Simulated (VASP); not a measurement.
Wanted: the native input for a VASP 6.6.1 run.

```yaml
Task: single point
Functional: LDA
Potentials_or_basis: VASP PAW LDA potentials, release 64 (Ga_d, P)
Cutoff: 520 eV
k_mesh: 8 × 8 × 8
Occupations: gaussian, width 0.02 eV
Spin: no spin polarisation
Dipole_correction: no
Further_INCAR_settings: ALGO = Normal; EDIFF = 1e-06; NBANDS = 16
```

The structure of GaP lies in POSCAR:

```
GaP
1.0
    0.0000000000      2.6956551201      2.6956551201
    2.6956551201      0.0000000000      2.6956551201
    2.6956551201      2.6956551201      0.0000000000
Ga P
1 1
Direct
    0.0000000000      0.0000000000      0.0000000000
    0.7500000000      0.7500000000      0.7500000000
```

One way to write it, as run:

INCAR

```
PREC = Accurate
ENCUT = 520
EDIFF = 1E-6
ISMEAR = 0
SIGMA = 0.02
LREAL = False
LASPH = True
NELM = 100
ALGO = Normal
ISIF = 2
LWAVE = False
LCHARG = False
NBANDS = 16
```

KPOINTS

```
Automatic mesh
0
Gamma
  8 8 8
```

Potentials or basis: VASP PAW LDA potentials, release 64 (Ga_d, P).

The run is started by

```sh
$ cat potpaw_LDA.64/Ga_d/POTCAR potpaw_LDA.64/P/POTCAR > POTCAR
$ mpirun -np 1 vasp_std > vasp.out
```

Results of the run:

```json
{
 "Pressure": "0.1 GPa",
 "Band gap on the k mesh": "1.43 eV, indirect (least direct gap 1.91 eV)"
}
```

Run time: 18 s on 1 thread of Intel(R) Xeon(R) Platinum 8259CL CPU @ 2.50GHz (Skylake/Cascade Lake), with other jobs on the host, peak memory 0.14 GiB.
